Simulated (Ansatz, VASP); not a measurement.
# GaSb3 in VASP and in Ansatz

```
Ga Sb
1.0
     0.00000    3.48374    3.64789
     3.81205    0.00000    3.64789
     3.81205    3.48374    0.00000
Ga Sb
1 3
Direct
  0.00000 0.00000 0.00000
  0.25000 0.25000 0.25000
  0.75000 0.75000 0.75000
  0.50000 0.50000 0.50000
```

Change from the starting cell: strain +0.0450 x Voigt [1, -1, 0, 0, 0, 0], atoms carried along.

Alike in both runs: task single point; functional PBE; dispersion D3(BJ); k mesh 12 × 12 × 12; occupations gaussian, width 0.15 eV; no spin polarisation.

```csv
,VASP,Ansatz
version,VASP 6.6.1,Ansatz 0.2.0
potentials or method,"VASP PAW PBE potentials, release 64 (Ga_d, Sb), cutoff 520 eV","scalar-relativistic, plane waves, PAW"
valence electrons in the cell,28,58
```

```tsv
	VASP	Ansatz	Ansatz less VASP
gap on the k mesh at the Fermi level (eV)	none	none	-
pressure (GPa)	0.5	0.6	+0.06
traceless stress, the component that is largest in VASP (GPa)	-0.99	-0.99	0.000
```

A gap of «none» marks a metal or a gap that the smearing closes. VASP's potentials hold 28 valence electrons a cell and Ansatz's 58, so a difference there can come from the potentials and not from the codes.

Spin-orbit coupling is off throughout.
